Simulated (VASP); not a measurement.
Input of a VASP 6.6.1 run:

File INCAR:

```
SYSTEM = TePb
PREC = Accurate ; ENCUT = 600
EDIFF = 1E-6 ; ISMEAR = 0
SIGMA = 0.01 ; LREAL = .False.
LASPH = .True. ; NELM = 100
ALGO = Normal ; ISIF = 3
LWAVE = .False. ; LCHARG = .False.
GGA = PE ; IBRION = 2
NSW = 80 ; EDIFFG = -0.001
```

Contents of KPOINTS:

```
regular mesh
0
Gamma
  10 10 10
  0 0 0
```

File POSCAR:

```
TePb
1.0
    0.0000000000      3.2310000000      3.2310000000
    3.2310000000      0.0000000000      3.2310000000
    3.2310000000      3.2310000000      0.0000000000
Te Pb
1 1
Direct
    0.5000000000      0.5000000000      0.5000000000
    0.0000000000      0.0000000000      0.0000000000
```

Potentials or basis: VASP PAW PBE potentials, release 64 (Te, Pb_d).

The run is started by

```bash
$ cat potpaw_PBE.64/Te/POTCAR potpaw_PBE.64/Pb_d/POTCAR > POTCAR
$ mpirun -np 1 vasp_std > vasp.out
```

Q: What does it give for the band gap on the k mesh?

A: 0.83 eV, direct.

Q: What does it give for the relaxed cell?

A: a = 4.644 Å, b = 4.644 Å, c = 4.644 Å, α = 60.00°, β = 60.00°, γ = 60.00°.

Q: Predict the space group after relaxing (to 0.05 Å).

A: Fm-3m (No. 225).

Q: Estimate the relaxed volume.

A: 35.42 Å³/atom.

The path:
| step | energy change (eV) | largest force (eV/Å) | pressure (GPa) | volume (Å³) |
| --- | --- | --- | --- | --- |
| 1 | 0.0000 | 0.0000 | 2.09 | 67.46 |
| 2 | -0.0195 | 0.0000 | -0.55 | 71.86 |
| 3 | -0.0213 | 0.0000 | 0.00 | 70.83 |

Caveat: spin-orbit coupling is left out, which moves the levels of the heavy elements. Zero-point motion and thermal expansion aren't in these numbers.
